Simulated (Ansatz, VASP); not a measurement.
## Two plane-wave programs on CuP

Contents of POSCAR:

```
CuP
1.0
    0.0000000000      2.4078627738      2.4078627738
    2.4078627738      0.0000000000      2.4078627738
    2.4078627738      2.4078627738      0.0000000000
Cu P
1 1
Direct
    0.5000000000      0.5000000000      0.5000000000
    0.0000000000      0.0000000000      0.0000000000
```

File INCAR.step1:

```
SYSTEM = CuP
PREC = Accurate
ENCUT = 520
ISMEAR = 0
SIGMA = 0.05
LREAL = .FALSE.
LASPH = .TRUE.
NELM = 100
NBANDS = 15
GGA = PE
ALGO = Normal
EDIFF = 1E-4
LWAVE = .TRUE.
LCHARG = .FALSE.
```

The input INCAR.step2:

```
SYSTEM = CuP
PREC = Accurate
ENCUT = 520
EDIFF = 1E-6
ISMEAR = 0
SIGMA = 0.05
LREAL = .FALSE.
LASPH = .TRUE.
NELM = 100
ALGO = Normal
ISIF = 2
LWAVE = .FALSE.
LCHARG = .FALSE.
METAGGA = R2SCAN
LMIXTAU = .TRUE.
NBANDS = 15
ISTART = 1
```

KPOINTS

```
Automatic mesh
0
G
  12 12 12
  0 0 0
```

Input for Ansatz:

```yaml
crystal:
  lattice:
    - [0.0, 2.4078627738, 2.4078627738]
    - [2.4078627738, 0.0, 2.4078627738]
    - [2.4078627738, 2.4078627738, 0.0]
  atoms:
    - { symbol: Cu, position: [0.5, 0.5, 0.5] }
    - { symbol: P, position: [0.0, 0.0, 0.0] }
basis:
  ecutwfc: 500
  ecutrho_ratio: 4
kpoints:
  mp_grid: { grid: [12, 12, 12] }
hamiltonian:
  xc: r2scan
scf:
  occupations: { method: gaussian, width: 0.05 }
output:
  forces: true
  stress: true
  eigenvalues: true
```

Alike in both runs: task single point; functional r2SCAN; k mesh 12 × 12 × 12; occupations gaussian, width 0.05 eV; no spin polarisation.

```csv
,VASP,Ansatz
version,VASP 6.6.1,Ansatz 0.2.0
potentials or method,"VASP PAW PBE potentials, release 64 (Cu, P), cutoff 520 eV","scalar-relativistic, plane waves, PAW"
valence electrons in the cell,16,24
```

|  | VASP | Ansatz | Ansatz less VASP |
| --- | --- | --- | --- |
| gap on the k mesh at the Fermi level (eV) | none | none | - |
| pressure (GPa) | 0.0 | 0.0 | -0.04 |

VASP's potentials were made for PBE, not for r2SCAN. A gap of «none» marks a metal or a gap that the smearing closes. VASP's potentials hold 16 valence electrons a cell and Ansatz's 24, so a difference there can come from the potentials and not from the codes.
